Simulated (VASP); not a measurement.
Here is a VASP 6.6.1 calculation.

INCAR

```
PREC = Accurate
ENCUT = 520
EDIFF = 1E-6
ISMEAR = 0
SIGMA = 0.1
LREAL = False
LASPH = True
NELM = 150
ALGO = Normal
ISIF = 2
LWAVE = False
LCHARG = False
ISPIN = 2
MAGMOM = 0 1 1 1 1 0
LORBIT = 11
LMAXMIX = 4
GGA = PE
NBANDS = 44
```

The input KPOINTS:

```
Automatic mesh
0
Gamma
  6 6 4
```

File POSCAR:

```
HfTa4F
1.0
    4.8508130731      0.0000000000      0.0000000000
   -2.4254065365      4.2009273503      0.0000000000
    0.0000000000      0.0000000000      5.4450017046
Hf Ta F
1 4 1
Direct
    0.0000000000      0.0000000000      0.5000000000
    0.3333333333      0.6666666667      0.7443039691
    0.3333333333      0.6666666667      0.2556960309
    0.6666666667      0.3333333333      0.2556960309
    0.6666666667      0.3333333333      0.7443039691
    0.0000000000      0.0000000000      0.0000000000
```

Potentials or basis: VASP PAW PBE potentials, release 64 (Hf_pv, Ta_pv, F).

Launch:

```bash
$ cat potpaw_PBE.64/Hf_pv/POTCAR potpaw_PBE.64/Ta_pv/POTCAR potpaw_PBE.64/F/POTCAR > POTCAR
$ mpirun -np 1 vasp_std > vasp.out
```

Q: Estimate the net moment.

A: 0.00 μB per cell.

Q: Predict the largest force.

A: 0.018 eV/Å.

Q: What does it give for the pressure?

A: -0.3 GPa.

Forces in eV/Å, atoms in the order of the input:
```
Hf   0.000  0.000  0.000
Ta   0.000  0.000  0.018
Ta   0.000  0.000 -0.018
Ta   0.000  0.000 -0.018
Ta   0.000  0.000  0.018
F    0.000  0.000  0.000
```
